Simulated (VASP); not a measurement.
# SnO in VASP: a series of runs

The runs below take SnO through single point, with PBE+D3(BJ).

All numbers are computed with VASP 6.6.1; they aren't measurements. Logs are shortened: lines on timing, memory, paths and dates and some standing lists are left out, and cuts for length are marked.

## Step 1: The cell of the first run

The cell holds a slab with vacuum, 8 atoms: a = 3.821 Å, b = 3.821 Å, c = 22.228 Å, α = 90.00°, β = 90.00°, γ = 90.00°.

## Step 2: Single point, PBE+D3(BJ) (layers slid over each other)

Input file INCAR:

```
SYSTEM = SnO
PREC     = Accurate       ! precision mode
ENCUT    = 520            ! plane-wave cutoff, eV
EDIFF    = 1E-6           ! SCF threshold, eV
ISMEAR   = 0              ! smearing method
SIGMA    = 0.05           ! smearing width, eV
LREAL    = .False.        ! projectors in reciprocal space
LASPH    = .True.         ! aspherical terms in the spheres
NELM     = 80             ! most SCF steps
ALGO     = Normal         ! electronic algorithm
ISIF     = 2              ! what is computed and relaxed
LWAVE    = .False.        ! write WAVECAR
LCHARG   = .True.         ! write CHGCAR
LDIPOL   = .True.       
IDIPOL   = 3            
DIPOL    = 0.5 0.5 0.404
GGA      = PE             ! functional
IVDW     = 12             ! dispersion correction
LELF     = .True.         ! ELF
LVHAR    = .True.       
LVACPOTAV= .True.       
NBANDS   = 50             ! bands
```

Input file KPOINTS:

```
regular mesh
0
Gamma
  7 7 1
  0 0 0
```

Input file POSCAR:

```
SnO
1.0
    3.8205591572     -0.0000144285      0.0000000000
    0.0000145032      3.8205591572      0.0000000000
    0.0000000000      0.0000000000     22.2281056610
Sn O
4 4
Direct
    0.7499972356      0.2500027644      0.2024464014
    0.2499972356      0.7500027644      0.3088006209
    0.3749972356      1.2500027644      0.5000000000
    0.8749972356      0.7500027644      0.6063542196
    0.2499972356      0.2500027644      0.2556235111
    0.7499972356      0.7500027644      0.2556235111
    0.8749972356      1.2500027644      0.5531771098
    0.3749972356      0.7500027644      0.5531771098
```

Potentials or basis: VASP PAW PBE potentials, release 64 (Sn_d, O).

The run is started by

```
$ cat potpaw_PBE.64/Sn_d/POTCAR potpaw_PBE.64/O/POTCAR > POTCAR
$ mpirun -np 1 vasp_std > vasp.out
```

OUTCAR:

```text
SYSTEM = SnO
   PREC = Accurate
   ENCUT = 520
   EDIFF = 1E-6
   ISMEAR = 0
   LREAL = .False.
   LASPH = .True.
   NELM = 80
   ISIF = 2
   GGA = PE
   IVDW = 12
 IVDW          = 12

 ion  position               nearest neighbor table
   1  0.750  0.250  0.202-   5 2.25   5 2.25   6 2.25   6 2.25   2 3.59   2 3.59   2 3.59   2 3.59

   2  0.250  0.750  0.309-   6 2.25   6 2.25   5 2.25   5 2.25   1 3.59   1 3.59   1 3.59   1 3.59

   3  0.375  0.250  0.500-   7 2.25   7 2.25   8 2.25   8 2.25   4 3.59   4 3.59   4 3.59   4 3.59

   4  0.875  0.750  0.606-   8 2.25   8 2.25   7 2.25   7 2.25   3 3.59   3 3.59   3 3.59   3 3.59

   5  0.250  0.250  0.256-   1 2.25   1 2.25   2 2.25   2 2.25
   6  0.750  0.750  0.256-   1 2.25   1 2.25   2 2.25   2 2.25
   7  0.875  0.250  0.553-   3 2.25   3 2.25   4 2.25   4 2.25
   8  0.375  0.750  0.553-   4 2.25   4 2.25   3 2.25   3 2.25

  LATTYP: Found a simple tetragonal cell.
 ALAT       =     3.8205591572
 C/A-ratio  =     5.8180242070

  Lattice vectors:

 A1 = (   3.8205591572,  -0.0000144285,   0.0000000000)
 A2 = (   0.0000145032,   3.8205591572,   0.0000000000)
 A3 = (   0.0000000000,   0.0000000000,  22.2281056610)

Analysis of symmetry for initial positions (statically):
=====================================================================
 Subroutine PRICEL returns:
 Original cell was already a primitive cell.

 Routine SETGRP: Setting up the symmetry group for a
 simple tetragonal supercell.

 Subroutine GETGRP returns: Found  4 space group operations
 (whereof  1 operations were pure point group operations)
 out of a pool of 16 trial point group operations.

The static configuration has the point symmetry C_1 .
 The point group associated with its full space group is C_2h.

Analysis of symmetry for dynamics (positions and initial velocities):
=====================================================================
 Subroutine PRICEL returns:
 Original cell was already a primitive cell.

 Routine SETGRP: Setting up the symmetry group for a
 simple tetragonal supercell.

 Subroutine GETGRP returns: Found  4 space group operations
 (whereof  1 operations were pure point group operations)
 out of a pool of 16 trial point group operations.

The dynamic configuration has the point symmetry C_1 .
 The point group associated with its full space group is C_2h.

 Subroutine INISYM returns: Found  4 space group operations
 (whereof  1 operations are pure point group operations),
 and found     1 'primitive' translations

----------------------------------------------------------------------------------------

                                     Primitive cell

  volume of cell :     324.4564

  direct lattice vectors                    reciprocal lattice vectors
     3.820559157 -0.000014428  0.000000000     0.261741792 -0.000000994  0.000000000
     0.000014503  3.820559157  0.000000000     0.000000988  0.261741792  0.000000000
     0.000000000  0.000000000 22.228105661     0.000000000  0.000000000  0.044988089

  length of vectors
     3.820559157  3.820559157 22.228105661     0.261741792  0.261741792  0.044988089

  position of ions in fractional coordinates (direct lattice)
     0.749997236  0.250002764  0.202446401
     0.249997236  0.750002764  0.308800621
     0.374997236  0.250002764  0.500000000
     0.874997236  0.750002764  0.606354220
     0.249997236  0.250002764  0.255623511
     0.749997236  0.750002764  0.255623511
     0.874997236  0.250002764  0.553177110
     0.374997236  0.750002764  0.553177110

  ion indices of the primitive-cell ions
   primitive index   ion index
                 1           1
                 2           2
                 3           3
                 4           4
                 5           5
                 6           6
                 7           7
                 8           8

----------------------------------------------------------------------------------------

 KPOINTS: regular mesh

Automatic generation of k-mesh.
 Grid dimensions read from file:
 generate k-points for:    7    7    1

 Generating k-lattice:

  Cartesian coordinates                     Fractional coordinates (reciprocal lattice)
     0.037391685 -0.000000142  0.000000000     0.142857143  0.000000000  0.000000000
     0.000000141  0.037391685  0.000000000    -0.000000000  0.142857143  0.000000000
     0.000000000  0.000000000  0.044988089     0.000000000  0.000000000  1.000000000

  Length of vectors
     0.037391685  0.037391685  0.044988089

  Shift w.r.t. Gamma in fractional coordinates (k-lattice)
     0.000000000  0.000000000  0.000000000

 Subroutine IBZKPT returns following result:
 ===========================================

 Found     16 irreducible k-points:

 Following reciprocal coordinates:
            Coordinates               Weight
  0.000000  0.000000  0.000000      1.000000
  0.142857  0.000000  0.000000      2.000000
  0.000000  0.142857  0.000000      2.000000
  0.285714  0.000000  0.000000      2.000000
  0.000000  0.285714  0.000000      2.000000
  0.428571  0.000000  0.000000      2.000000
[... 8 lines left out ...]
 -0.285714  0.428571  0.000000      4.000000
  0.428571  0.428571  0.000000      4.000000
   k-points           NKPTS =     16   k-points in BZ     NKDIM =     16   number of bands    NBANDS=     50
   number of dos      NEDOS =    301   number of ions     NIONS =      8
   total plane-waves  NPLWV = 131712
   dimension x,y,z NGX =    28 NGY =   28 NGZ =  168
   dimension x,y,z NGXF=    56 NGYF=   56 NGZF=  336
   ions per type =               4   4
   NGX,Y,Z   is equivalent  to a cutoff of  12.18, 12.18, 12.56 a.u.
   NGXF,Y,Z  is equivalent  to a cutoff of  24.37, 24.37, 25.13 a.u.
 SYSTEM =  SnO
   PREC   = accura    normal or accurate (medium, high low for compatibility)
   ISTART =      0    job   : 0-new  1-cont  2-samecut
   ICHARG =      2    charge: 1-file 2-atom 10-const
   ISPIN  =      1    spin polarized calculation?
   LNONCOLLINEAR =      F non collinear calculations
   LSORBIT =      F    spin-orbit coupling
   LASPH  =      T    aspherical Exc in radial PAW
   ENCUT  =  520.0 eV  38.22 Ry    6.18 a.u.   7.10  7.10 41.33*2*pi/ulx,y,z
   NELM   =     80;   NELMIN=  2; NELMDL= -5     # of ELM steps
   EDIFF  = 0.1E-05   stopping-criterion for ELM
   LREAL  =      F    real-space projection
[... 7 lines left out ...]
   TEBEG  =    0.0;   TEEND  =   0.0 temperature during run
   PSTRESS=    0.0 pullay stress
   NELECT =      80.0000    total number of electrons
   NUPDOWN=      -1.0000    fix difference up-down
   EMIN   =  10.00;   EMAX   =-10.00  energy-range for DOS
   EFERMI =   0.00;   METHOD = LEGACY
   ISMEAR =     0;   SIGMA  =   0.05  broadening in eV -4-tet -1-fermi 0-gaus
   EFERMI_NEDOS =   21; number of points for ismear=-14 and -15
   IALGO  =     38    algorithm
   IMIX   =      4    mixing-type and parameters
     AMIX     =   0.40;   BMIX     =  1.00
     AMIX_MAG =   1.60;   BMIX_MAG =  1.00
  volume/ion in A,a.u.               =      40.56       273.69
  Fermi-wavevector in a.u.,A,eV,Ry     =   1.026564  1.939925 14.338279  1.053834
  Thomas-Fermi vector in A             =   2.160463
   LORBIT       =      0    0 simple, 1 ext, 2 COOP (PROOUT), +10 PAW based schemes
   GGA     = PE    functional components
   LHFCALC =     F    Hartree Fock is set to
   AEXX    =    0.0000 exact exchange contribution
   IVDW    =    12    specifies the selected vdW correction
   LEPSILON=     F    determine dielectric tensor
   LRPA    =     F    only Hartree local field effects (RPA)
 non-spin polarized calculation
 Gauss-broadening in eV      SIGMA  =   0.05
  energy-cutoff  :      520.00
  volume of cell :      324.46
 maximum number of plane-waves:      8769
   NGX = 15   NGY = 15   NGZ = 83

 dipolmoment           0.000000      0.000000      0.000055 electrons x Angstroem

 number of electron      79.9999970 magnetization

 dipolmoment           0.000000      0.000000     -0.000013 electrons x Angstroem

 Free energy of the ion-electron system (eV)
  ---------------------------------------------------
  ext. energy  EPLUGINS =         0.00000000
  ---------------------------------------------------
  free energy    TOTEN  =       -45.17692105 eV

  energy without entropy =      -45.17692105  energy(sigma->0) =      -45.17692105

 E-fermi :   0.0514     XC(G=0):  -5.3301

 val. band max:       -0.2271128835   @ k =   0.1429   0.0000   0.0000
 cond. band min:       2.3245429202   @ k =   0.4286   0.0000   0.0000
 fundamental gap:      2.5516558036
 Fermi energy:         0.0513535155

 k-point     1 :       0.0000    0.0000    0.0000
  band No.  band energies     occupation
      1     -21.0552      2.00000
      2     -21.0552      2.00000
      3     -20.6959      2.00000
      4     -20.6959      2.00000
      5     -20.6580      2.00000
      6     -20.6578      2.00000
[... 42 lines left out ...]
     49       5.1971      0.00000
     50       5.2279      0.00000

 k-point     2 :       0.1429    0.0000    0.0000
  band No.  band energies     occupation
      1     -21.0463      2.00000
      2     -21.0462      2.00000
      3     -20.6964      2.00000
      4     -20.6963      2.00000
      5     -20.6596      2.00000
      6     -20.6592      2.00000
[... 42 lines left out ...]
     49       5.4048      0.00000
     50       5.4776      0.00000

 k-point     3 :       0.0000    0.1429    0.0000
  band No.  band energies     occupation
      1     -21.0463      2.00000
      2     -21.0462      2.00000
      3     -20.6965      2.00000
      4     -20.6964      2.00000
      5     -20.6598      2.00000
      6     -20.6596      2.00000
[... 678 lines left out ...]
     49       5.8343      0.00000
     50       6.1288      0.00000

 k-point    16 :       0.4286    0.4286    0.0000
  band No.  band energies     occupation
      1     -20.9960      2.00000
      2     -20.9958      2.00000
      3     -20.9821      2.00000
      4     -20.9819      2.00000
      5     -20.6629      2.00000
      6     -20.6628      2.00000
[... 42 lines left out ...]
     49       6.1946      0.00000
     50       6.4110      0.00000

------------------------ aborting loop because EDIFF is reached ----------------------------------------

 Edisp (eV)   -1.23375

 E8    (eV) :    -0.5456

  FORCE on cell =-STRESS in cart. coord.  units (eV):
  Direction    XX          YY          ZZ          XY          YZ          ZX
  --------------------------------------------------------------------------------------
  -------------------------------------------------------------------------------------
  Total       0.11187     0.16815    -0.21893     0.00000    -0.00000     0.08313
  in kB       0.55240     0.83031    -1.08111     0.00000    -0.00000     0.41051
  external pressure =        0.10 kB  Pullay stress =        0.00 kB

 VOLUME and BASIS-vectors are now :
 -----------------------------------------------------------------------------
  energy-cutoff  :      520.00
  volume of cell :      324.46
      direct lattice vectors                 reciprocal lattice vectors
     3.820559157 -0.000014428  0.000000000     0.261741792 -0.000000994  0.000000000
     0.000014503  3.820559157  0.000000000     0.000000988  0.261741792  0.000000000
     0.000000000  0.000000000 22.228105661     0.000000000  0.000000000  0.044988089

 POSITION                                       TOTAL-FORCE (eV/Angst)
 -----------------------------------------------------------------------------------
      2.86541      0.95514      4.50000        -0.001606      0.000000     -0.070342
      0.95514      2.86543      6.86405        -0.005805      0.000000      0.138288
      1.43270      0.95514     11.11405         0.005805     -0.000000     -0.138288
      3.34299      2.86542     13.47811         0.001606     -0.000000      0.070342
      0.95513      0.95515      5.68203         0.003365     -0.000000      0.007649
      2.86542      2.86542      5.68203        -0.009886      0.000000      0.008113
      3.34298      0.95514     12.29608         0.009886     -0.000000     -0.008113
      1.43271      2.86542     12.29608        -0.003365      0.000000     -0.007649
 -----------------------------------------------------------------------------------
    total drift:                               -0.000000      0.000000     -0.000625

  FREE ENERGIE OF THE ION-ELECTRON SYSTEM (eV)
  ---------------------------------------------------
  free  energy   TOTEN  =       -46.4106757499 eV

  energy  without entropy=      -46.4106757499  energy(sigma->0) =      -46.41067575

 vacuum level on the upper side and lower side of the slab         4.925         4.925
```

Run time: 4.1 min. Hardware: 1 thread of Intel Xeon Platinum 8488C (Sapphire Rapids), shared host; peak memory 0.44 GiB.

What came out:

```yaml
Free_energy: -46.4107 eV
Largest_force: 0.138 eV/Å
Band_gap_on_the_k_mesh: 2.55 eV (least direct gap 2.58 eV)
Dispersion_energy_per_atom: -0.154 eV
```

Forces in eV/Å, atoms in the order of the input:
```
Sn  -0.002  0.000 -0.070
Sn  -0.006  0.000  0.138
Sn   0.006  0.000 -0.138
Sn   0.002  0.000  0.070
O    0.003  0.000  0.008
O   -0.010  0.000  0.008
O    0.010  0.000 -0.008
O   -0.003  0.000 -0.008
```

Caveat: the cell differs from its parent crystal (layers slid over each other); spin-orbit coupling is left out, which moves the levels of the heavy elements.

## Step 3: Single point, PBE+D3(BJ) (layers slid over each other)

Input file INCAR:

```
PREC = Accurate
ENCUT = 520
EDIFF = 1E-6
ISMEAR = 0
SIGMA = 0.05
LREAL = False
LASPH = True
NELM = 60
ALGO = Normal
ISIF = 2
LWAVE = False
LCHARG = False
LDIPOL = True
IDIPOL = 3
DIPOL = 0.5 0.5 0.404
GGA = PE
IVDW = 12
NBANDS = 50
```

Input file KPOINTS:

```
regular mesh
0
Gamma
  7 7 1
```

Input file POSCAR:

```
SnO
1.0
    3.8205591572     -0.0000144285      0.0000000000
    0.0000145032      3.8205591572      0.0000000000
    0.0000000000      0.0000000000     22.2281056610
Sn O
4 4
Direct
    0.7499972356      0.2500027644      0.2024464014
    0.2499972356      0.7500027644      0.3088006209
    0.6249972356      1.2500027644      0.5000000000
    1.1249972356      0.7500027644      0.6063542196
    0.2499972356      0.2500027644      0.2556235111
    0.7499972356      0.7500027644      0.2556235111
    1.1249972356      1.2500027644      0.5531771098
    0.6249972356      0.7500027644      0.5531771098
```

Potentials or basis: VASP PAW PBE potentials, release 64 (Sn_d, O).

The run is started by

```
$ cat potpaw_PBE.64/Sn_d/POTCAR potpaw_PBE.64/O/POTCAR > POTCAR
$ mpirun -np 1 vasp_std > vasp.out
```

It took 3.9 min on 1 thread of Intel Xeon Platinum 8488C (Sapphire Rapids), shared host; peak memory 0.45 GiB.

The run converged. Its results:

```yaml
Free_energy: -46.4272 eV
Largest_force: 0.169 eV/Å
Band_gap_on_the_k_mesh: 2.58 eV (least direct gap 2.60 eV)
Dispersion_energy_per_atom: -0.154 eV
```

Forces in eV/Å, atoms in the order of the input:
```
Sn  -0.002  0.000 -0.068
Sn  -0.005  0.000  0.168
Sn   0.005  0.000 -0.168
Sn   0.002  0.000  0.068
O    0.003  0.000  0.011
O   -0.009  0.000  0.011
O    0.009  0.000 -0.011
O   -0.003  0.000 -0.011
```

Levels at points of the mesh, in eV from the valence-band top:
```csv
k point,band 37,band 38,band 39,band 40,band 41,band 42,band 43,band 44
"(0.00, 0.00, 0.00)",-1.90,-1.90,-0.52,-0.02,2.58,2.91,2.91,3.79
```

Caveat: the cell differs from its parent crystal (layers slid over each other); spin-orbit coupling is left out, which moves the levels of the heavy elements.
